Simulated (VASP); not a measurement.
# CdS (CsCl type) (Pm-3m) in VASP: a series of runs

Runs on CdS (CsCl type). Level: PBE. Tasks: single point, relaxation of cell and atoms.

Program: VASP 6.6.1. These are calculated values, not measurements. Logs are shortened: lines on timing, memory, paths and dates and some standing lists are left out, and cuts for length are marked.

**1. The cell of the first run**

The structure is cubic, space group Pm-3m (No. 221). Conventional cell: a = 3.021 Å, b = 3.021 Å, c = 3.021 Å, α = 90.00°, β = 90.00°, γ = 90.00°. Cd (site symmetry m-3m) has 8 S at 2.62 Å and 6 Cd at 3.02 Å within 3.5 Å. S (site symmetry m-3m) has 8 Cd at 2.62 Å and 6 S at 3.02 Å within 3.5 Å.

**2. Single point, PBE**

Input file INCAR:

```
SYSTEM = CdS
PREC = Accurate ; ENCUT = 520
EDIFF = 1E-7 ; ISMEAR = -1
SIGMA = 0.08 ; LREAL = .FALSE.
LASPH = .TRUE. ; NELM = 60
ALGO = Normal ; ISIF = 2
LWAVE = .FALSE. ; LCHARG = .TRUE.
GGA = PE ; LELF = .TRUE.
LVHAR = .TRUE. ; NBANDS = 16
```

Input file KPOINTS:

```
regular mesh
0
G
  14 14 14
  0 0 0
```

Input file POSCAR:

```
CdS
1.0
    3.0212883368      0.0000000000      0.0000000000
    0.0000000000      3.0212883368      0.0000000000
    0.0000000000      0.0000000000      3.0212883368
Cd S
1 1
Direct
    0.0000000000      0.0000000000      0.0000000000
    0.5000000000      0.5000000000      0.5000000000
```

Potentials or basis: VASP PAW PBE potentials, release 64 (Cd, S).

Started as:

```sh
> cat potpaw_PBE.64/Cd/POTCAR potpaw_PBE.64/S/POTCAR > POTCAR
> mpirun -np 1 vasp_std > vasp.out
```

OUTCAR:

```text
SYSTEM = CdS
   PREC = Accurate
   ENCUT = 520
   EDIFF = 1E-7
   ISMEAR = -1
   LREAL = .FALSE.
   LASPH = .TRUE.
   NELM = 60
   ISIF = 2
   GGA = PE

 ion  position               nearest neighbor table
   1  0.000  0.000  0.000-   2 2.62   2 2.62   2 2.62   2 2.62   2 2.62   2 2.62   2 2.62   2 2.62

   2  0.500  0.500  0.500-   1 2.62   1 2.62   1 2.62   1 2.62   1 2.62   1 2.62   1 2.62   1 2.62

  LATTYP: Found a simple cubic cell.
 ALAT       =     3.0212883368

  Lattice vectors:

 A1 = (   3.0212883368,   0.0000000000,   0.0000000000)
 A2 = (   0.0000000000,   3.0212883368,   0.0000000000)
 A3 = (   0.0000000000,   0.0000000000,   3.0212883368)

Analysis of symmetry for initial positions (statically):
=====================================================================
 Subroutine PRICEL returns:
 Original cell was already a primitive cell.

 Routine SETGRP: Setting up the symmetry group for a
 simple cubic supercell.

 Subroutine GETGRP returns: Found 48 space group operations
 (whereof 48 operations were pure point group operations)
 out of a pool of 48 trial point group operations.

The static configuration has the point symmetry O_h .

Analysis of symmetry for dynamics (positions and initial velocities):
=====================================================================
 Subroutine PRICEL returns:
 Original cell was already a primitive cell.

 Routine SETGRP: Setting up the symmetry group for a
 simple cubic supercell.

 Subroutine GETGRP returns: Found 48 space group operations
 (whereof 48 operations were pure point group operations)
 out of a pool of 48 trial point group operations.

The dynamic configuration has the point symmetry O_h .

 Subroutine INISYM returns: Found 48 space group operations
 (whereof 48 operations are pure point group operations),
 and found     1 'primitive' translations

----------------------------------------------------------------------------------------

                                     Primitive cell

  volume of cell :      27.5789

  direct lattice vectors                    reciprocal lattice vectors
     3.021288337  0.000000000  0.000000000     0.330984629  0.000000000  0.000000000
     0.000000000  3.021288337  0.000000000     0.000000000  0.330984629  0.000000000
     0.000000000  0.000000000  3.021288337     0.000000000  0.000000000  0.330984629

  length of vectors
     3.021288337  3.021288337  3.021288337     0.330984629  0.330984629  0.330984629

[... 74 lines left out ...]
   ISPIN  =      1    spin polarized calculation?
   LNONCOLLINEAR =      F non collinear calculations
   LSORBIT =      F    spin-orbit coupling
   LASPH  =      T    aspherical Exc in radial PAW
   ENCUT  =  520.0 eV  38.22 Ry    6.18 a.u.   5.62  5.62  5.62*2*pi/ulx,y,z
   NELM   =     60;   NELMIN=  2; NELMDL= -5     # of ELM steps
   EDIFF  = 0.1E-06   stopping-criterion for ELM
   LREAL  =      F    real-space projection
   EDIFFG = 0.1E-05   stopping-criterion for IOM
   NSW    =      0    number of steps for IOM
   IBRION =     -1    ionic relax: 0-MD 1-quasi-New 2-CG
   NFREE  =      0    steps in history (QN), initial steepest desc. (CG)
   ISIF   =      2    stress and relaxation
   ISYM   =      2    0-nonsym 1-usesym 2-fastsym
   POTIM  = 0.5000    time-step for ionic-motion
   TEBEG  =    0.0;   TEEND  =   0.0 temperature during run
   PSTRESS=    0.0 pullay stress
   NELECT =      18.0000    total number of electrons
   NUPDOWN=      -1.0000    fix difference up-down
   EMIN   =  10.00;   EMAX   =-10.00  energy-range for DOS
   EFERMI =   0.00;   METHOD = LEGACY
   ISMEAR =    -1;   SIGMA  =   0.08  broadening in eV -4-tet -1-fermi 0-gaus
   EFERMI_NEDOS =   21; number of points for ismear=-14 and -15
   IALGO  =     38    algorithm
   IMIX   =      4    mixing-type and parameters
     AMIX     =   0.40;   BMIX     =  1.00
     AMIX_MAG =   1.60;   BMIX_MAG =  1.00
  volume/ion in A,a.u.               =      13.79        93.06
  Fermi-wavevector in a.u.,A,eV,Ry     =   1.420060  2.683525 27.437123  2.016572
  Thomas-Fermi vector in A             =   2.541015
   LORBIT       =      0    0 simple, 1 ext, 2 COOP (PROOUT), +10 PAW based schemes
   GGA     = PE    functional components
   LHFCALC =     F    Hartree Fock is set to
   AEXX    =    0.0000 exact exchange contribution
   IVDW    =     0    specifies the selected vdW correction
   LEPSILON=     F    determine dielectric tensor
   LRPA    =     F    only Hartree local field effects (RPA)
 non-spin polarized calculation
  energy-cutoff  :      520.00
  volume of cell :       27.58
 maximum number of plane-waves:       768
 NGX is ok and might be reduce to    24
   NGX = 11   NGY = 11   NGZ = 11

 number of electron      18.0000001 magnetization

 Free energy of the ion-electron system (eV)
  ---------------------------------------------------
  ext. energy  EPLUGINS =         0.00000000
  ---------------------------------------------------
  free energy    TOTEN  =        -3.23313093 eV

  energy without entropy =       -3.21128574  energy(sigma->0) =       -3.22220834

 E-fermi :   8.0639     XC(G=0): -12.6399

 val. band max:        8.0490803192   @ k =   0.3571   0.2857   0.0000
 cond. band min:       8.0705548322   @ k =   0.5000   0.5000   0.0000
 fundamental gap:      0.0214745130
 Fermi energy:         8.0639288865

 k-point     1 :       0.0000    0.0000    0.0000
  band No.  band energies     occupation
      1      -8.4777      2.00000
      2      -2.0986      2.00000
      3      -2.0986      2.00000
      4      -0.7439      2.00000
      5      -0.7439      2.00000
      6      -0.7439      2.00000
[... 433 lines left out ...]
      3      -1.5709      2.00000
      4      -1.2491      2.00000
      5      -1.2173      2.00000
      6      -0.8970      2.00000
[... 8 lines left out ...]
     15      21.5480      0.00000
     16      22.9946      0.00000

 [... further k-points ...]
[... 5 lines left out ...]
  --------------------------------------------------------------------------------------
  -------------------------------------------------------------------------------------
  Total       10.4824562     10.4824562     10.4824562     -0.0000000     -0.0000000     -0.0000000
  in kB      608.9717078    608.9717078    608.9717078     -0.0000000     -0.0000000     -0.0000000
  external PRESSURE =     608.9717078 kB  Pullay stress =       0.0000000 kB

 VOLUME and BASIS-vectors are now :
 -----------------------------------------------------------------------------
  energy-cutoff  :      520.00
  volume of cell :       27.58
      direct lattice vectors                 reciprocal lattice vectors
     3.021288337  0.000000000  0.000000000     0.330984629  0.000000000  0.000000000
     0.000000000  3.021288337  0.000000000     0.000000000  0.330984629  0.000000000
     0.000000000  0.000000000  3.021288337     0.000000000  0.000000000  0.330984629

 POSITION                                       TOTAL-FORCE (eV/Angst)
 -----------------------------------------------------------------------------------
      0.00000      0.00000      0.00000         0.000000      0.000000      0.000000
      1.51064      1.51064      1.51064         0.000000      0.000000      0.000000
 -----------------------------------------------------------------------------------
    total drift:                                0.000000      0.000000     -0.000000

  FREE ENERGIE OF THE ION-ELECTRON SYSTEM (eV)
  ---------------------------------------------------
  free  energy   TOTEN  =        -3.2331309271 eV

  energy  without entropy=       -3.2112857432  energy(sigma->0) =       -3.22220834
```

stdout:

```text
POSCAR found type information on POSCAR CdS
 POSCAR found :  2 types and       2 ions
 scaLAPACK will be used
 LDA part: xc-table for (Slater+PW92), standard interpolation
 POSCAR, INCAR and KPOINTS ok, starting setup
 FFT: planning ... GRIDC
 FFT: planning ... GRID_SOFT
 FFT: planning ... GRID
 WAVECAR not read
 entering main loop
```

It took 29 s on 1 thread of Intel Xeon Platinum 8488C (Sapphire Rapids), shared host; peak memory 0.18 GiB.

Results:

| Quantity | Value |
| --- | --- |
| Free energy | -3.2331 eV |
| Pressure | 60.9 GPa |
| Band gap on the k mesh | zero (band 9 reaches 8.41 eV, above the bottom of band 10 at 7.15 eV) |

Levels at points of the mesh, in eV from the Fermi level:
```csv
k point,band 7,band 8,band 9,band 10,band 11,band 12
"(0.00, 0.00, 0.00)",-2.04,-2.04,-2.04,0.98,6.22,6.22
"(0.50, 0.00, 0.00)",-7.15,0.35,0.35,4.54,6.04,7.12
"(0.50, 0.50, 0.00)",-6.94,-6.94,-1.34,0.01,9.32,9.61
"(0.50, 0.50, 0.50)",-2.31,-2.31,-2.31,0.54,0.54,0.54
```

**3. Single point, PBE**

Input file INCAR:

```
PREC = Accurate ; ENCUT = 520
EDIFF = 1E-7 ; ISMEAR = -1
SIGMA = 0.08 ; LREAL = F
LASPH = T ; NELM = 80
ALGO = Normal ; ISIF = 2
LWAVE = F ; LCHARG = F
GGA = PE ; NBANDS = 16
```

Input file KPOINTS:

```
Automatic mesh
0
Gamma
  14 14 14
```

POSCAR is that of step 2.

Potentials or basis: VASP PAW PBE potentials, release 64 (Cd, S).

Started as:

```sh
> cat potpaw_PBE.64/Cd/POTCAR potpaw_PBE.64/S/POTCAR > POTCAR
> mpirun -np 1 vasp_std > vasp.out
```

Run time: 25 s. Hardware: 1 thread of Intel Xeon Platinum 8488C (Sapphire Rapids), shared host; peak memory 0.17 GiB.

Results (log left out):

| Property | Result |
| --- | --- |
| Free energy | -3.2331 eV |
| Pressure | 60.9 GPa |
| Band gap on the k mesh | zero (band 9 reaches 8.41 eV, above the bottom of band 10 at 7.15 eV) |

Levels at points of the mesh, in eV from the Fermi level:
```
           k point  band 6  band 7  band 8  band 9  band 10  band 11  band 12  band 13
(0.00, 0.00, 0.00)   -8.81   -2.04   -2.04   -2.04     0.98     6.22     6.22    15.65
(0.50, 0.00, 0.00)   -8.73   -7.15    0.35    0.35     4.54     6.04     7.12     7.45
(0.50, 0.50, 0.00)   -7.56   -6.94   -6.94   -1.34     0.01     9.32     9.61     9.61
(0.50, 0.50, 0.50)   -8.31   -2.31   -2.31   -2.31     0.54     0.54     0.54     4.94
```

**4. Relaxation of cell and atoms, PBE, target pressure 59 GPa, at which the enthalpy is minimised**

Input file INCAR:

```
SYSTEM = CdS
PREC     = Accurate       ! precision mode
ENCUT    = 600            ! plane-wave cutoff, eV
EDIFF    = 1E-6           ! SCF threshold, eV
ISMEAR   = -1             ! smearing method
SIGMA    = 0.08           ! smearing width, eV
LREAL    = .False.        ! projectors in reciprocal space
LASPH    = .True.         ! aspherical terms in the spheres
NELM     = 80             ! most SCF steps
ALGO     = Normal         ! electronic algorithm
ISIF     = 3              ! what is computed and relaxed
LWAVE    = .False.        ! write WAVECAR
LCHARG   = .False.        ! write CHGCAR
GGA      = PE             ! functional
IBRION   = 2              ! ionic algorithm
NSW      = 32             ! ionic steps
EDIFFG   = -0.005         ! ionic threshold
PSTRESS  = 590.0
```

Input file KPOINTS:

```
Automatic mesh
0
Gamma
  14 14 14
  0 0 0
```

POSCAR is that of step 3.

Started as:

```sh
> cat potpaw_PBE.64/Cd/POTCAR potpaw_PBE.64/S/POTCAR > POTCAR
> mpirun -np 1 vasp_std > vasp.out
```

Wall time 48 s (1 thread of Intel Xeon Platinum 8488C (Sapphire Rapids), shared host); peak memory 0.18 GiB.

The run converged. Its results:

* Free energy: -3.2955 eV
* Relaxed volume: 13.87 Å³/atom
* Relaxed cell: a = 3.027 Å, b = 3.027 Å, c = 3.027 Å, α = 90.00°, β = 90.00°, γ = 90.00°
* Space group after relaxing (to 0.05 Å): Pm-3m (No. 221)
* Energy change on relaxing (the enthalpy is what falls): -31.0 meV/atom
* Ionic steps: 3
* Pressure after relaxing: 59.0 GPa
* Band gap on the k mesh: zero (band 9 reaches 8.32 eV, above the bottom of band 10 at 7.07 eV)

The path:
```csv
step,energy change (eV),largest force (eV/Å),pressure (GPa),volume (Å³)
1,0.0000,0.0000,60.82,27.58
2,-0.2260,0.0000,54.11,28.21
3,-0.0621,0.0000,58.96,27.74
```

Final structure:
```cif
data_structure
_symmetry_space_group_name_H-M 'P 1'
_symmetry_Int_Tables_number 1
_cell_length_a 3.0273
_cell_length_b 3.0273
_cell_length_c 3.0273
_cell_angle_alpha 90.000
_cell_angle_beta 90.000
_cell_angle_gamma 90.000
_cell_volume 27.74
loop_
_atom_site_label
_atom_site_type_symbol
_atom_site_fract_x
_atom_site_fract_y
_atom_site_fract_z
_atom_site_occupancy
Cd1 Cd 0.00000 0.00000 0.00000 1
S1 S 0.50000 0.50000 0.50000 1
```

Levels at points of the mesh, in eV from the Fermi level:
```csv
k point,band 6,band 7,band 8,band 9,band 10,band 11,band 12,band 13
"(0.00, 0.00, 0.00)",-8.79,-2.02,-2.02,-2.02,0.94,6.23,6.23,15.57
"(0.50, 0.00, 0.00)",-8.72,-7.13,0.34,0.34,4.52,6.07,7.06,7.45
"(0.50, 0.50, 0.00)",-7.56,-6.89,-6.89,-1.33,0.01,9.31,9.57,9.57
"(0.50, 0.50, 0.50)",-8.30,-2.31,-2.31,-2.31,0.56,0.56,0.56,4.90
```

Caveat: the cell is relaxed towards a set pressure, so the enthalpy falls and the energy may rise.

**5. Relaxation of cell and atoms, PBE, target pressure 59 GPa, at which the enthalpy is minimised**

This run uses another cell than the first one, of 14.01 Å³/atom, 1.016 times its volume.

Input file INCAR:

```
PREC = Accurate
ENCUT = 600
EDIFF = 1E-7
ISMEAR = -1
SIGMA = 0.08
LREAL = F
LASPH = T
NELM = 80
ALGO = Normal
ISIF = 3
LWAVE = F
LCHARG = F
GGA = PE
IBRION = 2
NSW = 60
EDIFFG = -0.005
PSTRESS = 590.0
```

Input file KPOINTS:

```
Automatic mesh
0
Gamma
  14 14 14
```

Input file POSCAR:

```
CdS
1.0
    3.0371776880      0.0000000000      0.0000000000
    0.0000000000      3.0371776880      0.0000000000
    0.0000000000      0.0000000000      3.0371776880
Cd S
1 1
Direct
    0.0000000000      0.0000000000      0.0000000000
    0.5000000000      0.5000000000      0.5000000000
```

Started as:

```sh
> cat potpaw_PBE.64/Cd/POTCAR potpaw_PBE.64/S/POTCAR > POTCAR
> mpirun -np 1 vasp_std > vasp.out
```

Wall time 48 s (1 thread of Intel Xeon Platinum 8488C (Sapphire Rapids), shared host); peak memory 0.19 GiB.

Results (log left out):

```
Free energy                                            : -3.2963 eV
Relaxed volume                                         : 13.87 Å³/atom
Relaxed cell                                           : a = 3.027 Å, b = 3.027 Å, c = 3.027 Å, α = 90.00°, β = 90.00°, γ = 90.00°
Space group after relaxing (to 0.05 Å)                 : Pm-3m (No. 221)
Energy change on relaxing (the enthalpy is what falls) : +48.5 meV/atom
Ionic steps                                            : 3
Pressure after relaxing                                : 59.0 GPa
Band gap on the k mesh                                 : zero (band 9 reaches 8.32 eV, above the bottom of band 10 at 7.07 eV)
```

Step by step:
| step | energy change (eV) | largest force (eV/Å) | pressure (GPa) | volume (Å³) |
| --- | --- | --- | --- | --- |
| 1 | 0.0000 | 0.0000 | 56.10 | 28.02 |
| 2 | 0.3908 | 0.0000 | 67.64 | 27.00 |
| 3 | 0.0969 | 0.0000 | 58.99 | 27.75 |

Final structure:
```xyz
2
Lattice="3.0274 0.0000 0.0000 0.0000 3.0274 0.0000 0.0000 0.0000 3.0274" Properties=species:S:1:pos:R:3 pbc="T T T"
Cd    0.0000    0.0000    0.0000
S     1.5137    1.5137    1.5137
```

Levels at points of the mesh, in eV from the Fermi level:
```csv
k point,band 5,band 6,band 7,band 8,band 9,band 10,band 11,band 12,band 13
"(0.00, 0.00, 0.00)",-8.79,-8.79,-2.02,-2.02,-2.02,0.94,6.23,6.23,15.57
"(0.50, 0.00, 0.00)",-9.50,-8.72,-7.13,0.34,0.34,4.52,6.07,7.06,7.45
"(0.50, 0.50, 0.00)",-8.33,-7.56,-6.89,-6.89,-1.33,0.01,9.31,9.57,9.57
"(0.50, 0.50, 0.50)",-8.30,-8.30,-2.31,-2.31,-2.31,0.56,0.56,0.56,4.90
```

Caveat: the cell is relaxed towards a set pressure, so the enthalpy falls and the energy may rise.

**6. The runs side by side**

```tsv
task	cell	cutoff (eV)	gap on the mesh (eV)	pressure (GPa)
single point	a = 3.021 Å, 2 atoms	520	none	60.9
relaxation of cell and atoms	relaxed to 59 GPa from a = 3.021 Å, 2 atoms	600	none	59.0
relaxation of cell and atoms	relaxed to 59 GPa from a = 3.037 Å, 2 atoms	600	none	59.0
```

Alike in all rows: level PBE; potentials or basis VASP PAW PBE potentials, release 64 (Cd, S); no spin polarisation; k mesh 14 × 14 × 14; smearing fermi-dirac 0.08 eV.

Caveats: the cell is relaxed towards a set pressure, so the enthalpy falls and the energy may rise (some runs).

Total energies depend on the potentials used, so only differences within one code and one set of settings carry meaning.
